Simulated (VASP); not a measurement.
# Be (Fd-3m) in VASP: further runs

The runs below take Be through single point, relaxation of cell and atoms, with LDA.

All numbers are computed with VASP 6.6.1; they aren't measurements. Logs are shortened: lines on timing, memory, paths and dates and some standing lists are left out, and cuts for length are marked.

## 1. The cell of the first run

It takes space group Fd-3m (No. 227, cubic). Conventional cell: a = 4.826 Å, b = 4.826 Å, c = 4.826 Å, α = 90.00°, β = 90.00°, γ = 90.00°. Within 2.8 Å of Be (site symmetry -43m) lie 4 Be at 2.09 Å.

This isn't the form of Be at room conditions, which is hcp.

## 2. Single point, LDA

Input file INCAR:

```
PREC = Accurate ; ENCUT = 600
EDIFF = 1E-6 ; ISMEAR = -1
SIGMA = 0.1 ; LREAL = False
LASPH = True ; NELM = 120
ALGO = Normal ; ISIF = 2
LWAVE = False ; LCHARG = False
NBANDS = 9 ; GGA_COMPAT = False
```

Input file KPOINTS:

```
regular mesh
0
Gamma
  17 17 17
```

Input file POSCAR:

```
Be
1.0
    0.0000000000      2.4131604809      2.4131604809
    2.4131604809      0.0000000000      2.4131604809
    2.4131604809      2.4131604809      0.0000000000
Be
2
Direct
    1.0000000000      1.0000000000      1.0000000000
    0.2500000000      0.2500000000      0.2500000000
```

Potentials or basis: VASP PAW LDA potentials, release 64 (Be).

The run is started by

```console
cat potpaw_LDA.64/Be/POTCAR > POTCAR
mpirun -np 1 vasp_std > vasp.out
```

OUTCAR:

```text
PREC = Accurate
   ENCUT = 600
   EDIFF = 1E-6
   ISMEAR = -1
   LREAL = False
   LASPH = True
   NELM = 120
   ISIF = 2

 ion  position               nearest neighbor table
   1  0.000  0.000  0.000-   2 2.09   2 2.09   2 2.09   2 2.09
   2  0.250  0.250  0.250-   1 2.09   1 2.09   1 2.09   1 2.09

  LATTYP: Found a face centered cubic cell.
 ALAT       =     4.8263209618

  Lattice vectors:

 A1 = (   0.0000000000,   2.4131604809,   2.4131604809)
 A2 = (   2.4131604809,   0.0000000000,   2.4131604809)
 A3 = (   2.4131604809,   2.4131604809,   0.0000000000)

Analysis of symmetry for initial positions (statically):
=====================================================================
 Subroutine PRICEL returns:
 Original cell was already a primitive cell.

 Routine SETGRP: Setting up the symmetry group for a
 face centered cubic supercell.

 Subroutine GETGRP returns: Found 48 space group operations
 (whereof 24 operations were pure point group operations)
 out of a pool of 48 trial point group operations.

The static configuration has the point symmetry T_d .
 The point group associated with its full space group is O_h .

Analysis of symmetry for dynamics (positions and initial velocities):
=====================================================================
 Subroutine PRICEL returns:
 Original cell was already a primitive cell.

 Routine SETGRP: Setting up the symmetry group for a
 face centered cubic supercell.

 Subroutine GETGRP returns: Found 48 space group operations
 (whereof 24 operations were pure point group operations)
 out of a pool of 48 trial point group operations.

The dynamic configuration has the point symmetry T_d .
 The point group associated with its full space group is O_h .

 Subroutine INISYM returns: Found 48 space group operations
 (whereof 24 operations are pure point group operations),
 and found     1 'primitive' translations

----------------------------------------------------------------------------------------

                                     Primitive cell

  volume of cell :      28.1053

  direct lattice vectors                    reciprocal lattice vectors
     0.000000000  2.413160481  2.413160481    -0.207197161  0.207197161  0.207197161
     2.413160481  0.000000000  2.413160481     0.207197161 -0.207197161  0.207197161
     2.413160481  2.413160481  0.000000000     0.207197161  0.207197161 -0.207197161

  length of vectors
     3.412724280  3.412724280  3.412724280     0.358876010  0.358876010  0.358876010

  position of ions in fractional coordinates (direct lattice)
     0.000000000  0.000000000  0.000000000
     0.250000000  0.250000000  0.250000000

  ion indices of the primitive-cell ions
   primitive index   ion index
                 1           1
                 2           2

----------------------------------------------------------------------------------------

 KPOINTS: regular mesh

Automatic generation of k-mesh.
 Grid dimensions read from file:
 generate k-points for:   17   17   17

 Generating k-lattice:

  Cartesian coordinates                     Fractional coordinates (reciprocal lattice)
    -0.012188068  0.012188068  0.012188068     0.058823529  0.000000000  0.000000000
     0.012188068 -0.012188068  0.012188068     0.000000000  0.058823529  0.000000000
     0.012188068  0.012188068 -0.012188068     0.000000000  0.000000000  0.058823529

  Length of vectors
     0.021110354  0.021110354  0.021110354

  Shift w.r.t. Gamma in fractional coordinates (k-lattice)
     0.000000000  0.000000000  0.000000000

 Subroutine IBZKPT returns following result:
 ===========================================

 Found    165 irreducible k-points:

 Following reciprocal coordinates:
            Coordinates               Weight
  0.000000  0.000000  0.000000      1.000000
  0.058824  0.000000  0.000000      8.000000
  0.117647  0.000000  0.000000      8.000000
  0.176471  0.000000  0.000000      8.000000
  0.235294  0.000000  0.000000      8.000000
  0.294118  0.000000  0.000000      8.000000
[... 16 lines left out ...]
 -0.176471  0.058824  0.000000     24.000000
 -0.117647  0.058824  0.000000     24.000000
 [... further k-points ...]
   k-points           NKPTS =    165   k-points in BZ     NKDIM =    165   number of bands    NBANDS=      9
   number of dos      NEDOS =    301   number of ions     NIONS =      2
   total plane-waves  NPLWV =  21952
   dimension x,y,z NGX =    28 NGY =   28 NGZ =   28
   dimension x,y,z NGXF=    56 NGYF=   56 NGZF=   56
   ions per type =               2
   NGX,Y,Z   is equivalent  to a cutoff of  13.64, 13.64, 13.64 a.u.
   NGXF,Y,Z  is equivalent  to a cutoff of  27.28, 27.28, 27.28 a.u.
 SYSTEM =  unknown system
   PREC   = accura    normal or accurate (medium, high low for compatibility)
   ISTART =      0    job   : 0-new  1-cont  2-samecut
   ICHARG =      2    charge: 1-file 2-atom 10-const
   ISPIN  =      1    spin polarized calculation?
   LNONCOLLINEAR =      F non collinear calculations
   LSORBIT =      F    spin-orbit coupling
   LASPH  =      T    aspherical Exc in radial PAW
   ENCUT  =  600.0 eV  44.10 Ry    6.64 a.u.   6.82  6.82  6.82*2*pi/ulx,y,z
   NELM   =    120;   NELMIN=  2; NELMDL= -5     # of ELM steps
   EDIFF  = 0.1E-05   stopping-criterion for ELM
   LREAL  =      F    real-space projection
   EDIFFG = 0.1E-04   stopping-criterion for IOM
   NSW    =      0    number of steps for IOM
   IBRION =     -1    ionic relax: 0-MD 1-quasi-New 2-CG
   NFREE  =      0    steps in history (QN), initial steepest desc. (CG)
   ISIF   =      2    stress and relaxation
   ISYM   =      2    0-nonsym 1-usesym 2-fastsym
   POTIM  = 0.5000    time-step for ionic-motion
   TEBEG  =    0.0;   TEEND  =   0.0 temperature during run
   PSTRESS=    0.0 pullay stress
   NELECT =       4.0000    total number of electrons
   NUPDOWN=      -1.0000    fix difference up-down
   EMIN   =  10.00;   EMAX   =-10.00  energy-range for DOS
   EFERMI =   0.00;   METHOD = LEGACY
   ISMEAR =    -1;   SIGMA  =   0.10  broadening in eV -4-tet -1-fermi 0-gaus
   EFERMI_NEDOS =   21; number of points for ismear=-14 and -15
   IALGO  =     38    algorithm
   IMIX   =      4    mixing-type and parameters
     AMIX     =   0.40;   BMIX     =  1.00
     AMIX_MAG =   1.60;   BMIX_MAG =  1.00
  volume/ion in A,a.u.               =      14.05        94.83
  Fermi-wavevector in a.u.,A,eV,Ry     =   0.854736  1.615217  9.940056  0.730574
  Thomas-Fermi vector in A             =   1.971378
   LORBIT       =      0    0 simple, 1 ext, 2 COOP (PROOUT), +10 PAW based schemes
   GGA     = CA    functional components
   LHFCALC =     F    Hartree Fock is set to
   AEXX    =    0.0000 exact exchange contribution
   IVDW    =     0    specifies the selected vdW correction
   LEPSILON=     F    determine dielectric tensor
   LRPA    =     F    only Hartree local field effects (RPA)
 non-spin polarized calculation
  energy-cutoff  :      600.00
  volume of cell :       28.11
 maximum number of plane-waves:       954
   NGX = 13   NGY = 13   NGZ = 13

 number of electron       4.0000000 magnetization

 Free energy of the ion-electron system (eV)
  ---------------------------------------------------
  ext. energy  EPLUGINS =         0.00000000
  ---------------------------------------------------
  free energy    TOTEN  =        -4.95625919 eV

  energy without entropy =       -4.92430409  energy(sigma->0) =       -4.94028164

 E-fermi :   1.8395     XC(G=0):  -8.7165

 val. band max:        1.8122877787   @ k =   0.4118   0.3529   0.0000
 cond. band min:       1.8573761711   @ k =   0.3529   0.1176   0.0588
 fundamental gap:      0.0450883924
 Fermi energy:         1.8394528689

 k-point     1 :       0.0000    0.0000    0.0000
  band No.  band energies     occupation
      1      -5.5379      2.00000
      2       6.6649      0.00000
      3       6.6649      0.00000
      4       6.6649      0.00000
      5       9.2733      0.00000
      6       9.2733      0.00000
      7       9.2733      0.00000
      8      16.4407      0.00000
      9      16.6824      0.00000

 k-point     2 :       0.0588    0.0000    0.0000
  band No.  band energies     occupation
      1      -5.4851      2.00000
      2       6.2039      0.00000
      3       6.5377      0.00000
      4       6.5377      0.00000
      5       9.4382      0.00000
      6       9.4382      0.00000
      7       9.6269      0.00000
      8      16.2606      0.00000
      9      16.7834      0.00000

 k-point     3 :       0.1176    0.0000    0.0000
  band No.  band energies     occupation
      1      -5.3265      2.00000
      2       5.2221      0.00000
      3       6.2407      0.00000
      4       6.2407      0.00000
      5       9.8271      0.00000
      6       9.8271      0.00000
      7      10.2963      0.00000
      8      15.8493      0.00000
      9      17.0507      0.00000

 k-point     4 :       0.1765    0.0000    0.0000
  band No.  band energies     occupation
      1      -5.0627      2.00000
      2       4.0824      0.00000
      3       5.8978      0.00000
      4       5.8978      0.00000
      5      10.2508      0.00000
      6      10.2508      0.00000
      7      10.9491      0.00000
      8      15.3809      0.00000
      9      16.5366      0.00000

 k-point     5 :       0.2353    0.0000    0.0000
  band No.  band energies     occupation
      1      -4.6943      2.00000
      2       2.9096      0.00005
      3       5.5773      0.00000
      4       5.5773      0.00000
      5      10.5530      0.00000
      6      10.5530      0.00000
      7      11.5049      0.00000
      8      14.9440      0.00000
      9      16.4743      0.00000

 k-point     6 :       0.2941    0.0000    0.0000
  band No.  band energies     occupation
      1      -4.2221      2.00000
      2       1.7573      1.38932
      3       5.3086      0.00000
      4       5.3086      0.00000
      5      10.6629      0.00000
      6      10.6629      0.00000
      7      11.9549      0.00000
      8      14.5760      0.00000
      9      16.8893      0.00000
[... 169 lines left out ...]
 k-point    21 :      -0.2941    0.0588    0.0000
  band No.  band energies     occupation
      1      -3.9954      2.00000
      2       1.4195      1.97043
      3       4.7412      0.00000
      4       5.4187      0.00000
      5      10.5418      0.00000
      6      10.8882      0.00000
      7      12.1725      0.00000
      8      14.4790      0.00000
      9      16.3569      0.00000

 k-point    22 :      -0.2353    0.0588    0.0000
  band No.  band energies     occupation
      1      -4.5016      2.00000
      2       2.5510      0.00162
      3       4.9301      0.00000
      4       5.7324      0.00000
      5      10.3947      0.00000
      6      10.9631      0.00000
      7      11.7504      0.00000
      8      14.6112      0.00000
      9      15.8198      0.00000

 k-point    23 :      -0.1765    0.0588    0.0000
  band No.  band energies     occupation
      1      -4.9047      2.00000
      2       3.7096      0.00000
      3       5.1954      0.00000
      4       6.0699      0.00000
      5      10.0939      0.00000
      6      10.8007      0.00000
      7      11.2502      0.00000
      8      14.8624      0.00000
      9      15.7532      0.00000

 k-point    24 :      -0.1176    0.0588    0.0000
  band No.  band energies     occupation
      1      -5.2033      2.00000
      2       4.8473      0.00000
      3       5.5255      0.00000
      4       6.3840      0.00000
      5       9.7130      0.00000
      6      10.3975      0.00000
      7      10.6778      0.00000
      8      15.3038      0.00000
      9      16.1342      0.00000

 [... further k-points ...]

------------------------ aborting loop because EDIFF is reached ----------------------------------------

  FORCE on cell =-STRESS in cart. coord.  units (eV):
  Direction    XX          YY          ZZ          XY          YZ          ZX
  --------------------------------------------------------------------------------------
  -------------------------------------------------------------------------------------
  Total        0.0201026      0.0201026      0.0201026     -0.0000000      0.0000000     -0.0000000
  in kB        1.1459718      1.1459718      1.1459718     -0.0000000      0.0000000     -0.0000000
  external PRESSURE =       1.1459718 kB  Pullay stress =       0.0000000 kB

 VOLUME and BASIS-vectors are now :
 -----------------------------------------------------------------------------
  energy-cutoff  :      600.00
  volume of cell :       28.11
      direct lattice vectors                 reciprocal lattice vectors
     0.000000000  2.413160481  2.413160481    -0.207197161  0.207197161  0.207197161
     2.413160481  0.000000000  2.413160481     0.207197161 -0.207197161  0.207197161
     2.413160481  2.413160481  0.000000000     0.207197161  0.207197161 -0.207197161

 POSITION                                       TOTAL-FORCE (eV/Angst)
 -----------------------------------------------------------------------------------
      0.00000      0.00000      0.00000        -0.000000     -0.000000     -0.000000
      1.20658      1.20658      1.20658         0.000000      0.000000      0.000000
 -----------------------------------------------------------------------------------
    total drift:                                0.000000      0.000000     -0.000000

  FREE ENERGIE OF THE ION-ELECTRON SYSTEM (eV)
  ---------------------------------------------------
  free  energy   TOTEN  =        -4.9562591906 eV

  energy  without entropy=       -4.9243040910  energy(sigma->0) =       -4.94028164
```

Run time: 36 s. Hardware: 1 thread of AMD EPYC 7R13 (Zen 3), shared host; peak memory 0.13 GiB.

What came out:

| Property | Result |
| --- | --- |
| Free energy | -4.9563 eV |
| Pressure | 0.1 GPa |
| Band gap on the k mesh | zero (bands 2 and 3 overlap by 6.32 eV) |

Levels at points of the mesh, in eV from the Fermi level:
| k point | band 1 | band 2 | band 3 | band 4 | band 5 | band 6 | band 7 |
| --- | --- | --- | --- | --- | --- | --- | --- |
| (0.00, 0.00, 0.00) | -7.38 | 4.83 | 4.83 | 4.83 | 7.43 | 7.43 | 7.43 |

[end of part 1 of 2]
